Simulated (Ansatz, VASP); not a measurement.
RbHg in VASP and in Ansatz

```
Rb Hg
1.0
     3.46123    0.00000    0.00000
    -1.73062    2.99752    0.00000
     0.00000    0.00000    6.50813
Rb Hg
1 1
Direct
  0.00000 0.00000 0.50000
  0.00000 0.00000 0.00000
```

Alike in both runs: task relaxation of cell and atoms; functional PBE; k mesh 6 × 6 × 4; occupations gaussian, width 0.1 eV; no spin polarisation.

|  | VASP | Ansatz |
| --- | --- | --- |
| version | VASP 6.6.1 | Ansatz 0.2.0 |
| potentials or method | VASP PAW PBE potentials, release 64 (Rb_sv, Hg), cutoff 600 eV | scalar-relativistic, plane waves, PAW |
| valence electrons in the cell | 21 | 29 |

|  | VASP | Ansatz | Ansatz less VASP |
| --- | --- | --- | --- |
| gap on the k mesh at the Fermi level, each at its own relaxed structure (eV) | none | none | - |
| relaxed volume (Å³/atom) | 68.09 | 65.79 | -2.304 |
| relaxed cell length with the largest relative difference (Å) | 4.546 | 4.486 | -0.0606 |

A gap of «none» marks a metal or a gap that the smearing closes. VASP's potentials hold 21 valence electrons a cell and Ansatz's 29, so a difference there can come from the potentials and not from the codes.

Neither program's run includes spin-orbit coupling. Noted on VASP's run: the volume moved by over 15 % at a fixed basis, so the end points are rough.
